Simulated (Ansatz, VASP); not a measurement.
Y in VASP and in Ansatz

```
CELL_PARAMETERS angstrom
3.62699 0.00000 0.00000
-1.81350 3.14107 0.00000
0.00000 0.00000 5.70883
ATOMIC_POSITIONS crystal
Y 0.33333 0.66667 0.25000
Y 0.66667 0.33333 0.75000
```

Change from the starting cell: volume scaled by 0.98, PAW files.

Alike in both runs: task electric field gradients; functional PBE; k mesh 12 × 12 × 7; occupations fermi-dirac, width 0.08 eV; no spin polarisation.

|  | VASP | Ansatz |
| --- | --- | --- |
| version | VASP 6.6.1 | Ansatz 0.2.0 |
| potentials or method | VASP PAW PBE potentials, release 64 (Y_sv) | PAW with Ansatz's default frozen-core files, scalar-relativistic |
| plane-wave cutoff (eV) | 520 | 420 |
| valence electrons in the cell | 22 | 22 |

Ansatz gave:

- pressure (GPa): 0.5
- traceless stress, the component that is largest in VASP (GPa): -0.36
- size of Vzz on the site where it differs most (V/Å²): 28.2

Which values does VASP return?

Pressure (GPa): 0.4; traceless stress, the component that is largest in VASP (GPa): -0.36; size of Vzz on the site where it differs most (V/Å²): 26.7.

The functional is the same, so the differences come from potentials, cutoffs and numerics.
